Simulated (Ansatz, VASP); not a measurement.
Two plane-wave programs on SiC

```
Si C
1.0
     2.17817    2.17817    0.00000
    -2.17817    2.17817    0.00000
     0.00000    2.17817    2.17817
Si C
1 1
Cartesian
  0.0000 0.0000 0.0000
  1.0891 3.2673 1.0891
```

Change from the starting cell: unstrained.

Alike in both runs: task single point; functional r2SCAN; k mesh 10 × 10 × 10; no spin polarisation.

|  | VASP | Ansatz |
| --- | --- | --- |
| version | VASP 6.6.1 | Ansatz 0.2.0 |
| potentials or method | VASP PAW PBE potentials, release 64 (Si, C) | PAW with Ansatz's default frozen-core files, scalar-relativistic |
| plane-wave cutoff (eV) | 520 | 500 |
| occupations | gaussian, width 0.01 eV | fixed |
| valence electrons in the cell | 8 | 8 |

```tsv
	VASP	Ansatz	Ansatz less VASP
gap on the k mesh at the Fermi level (eV)	1.72	1.71	-0.011
pressure (GPa)	-0.2	0.0	+0.17
```

VASP's potentials were made for PBE, not for r2SCAN.
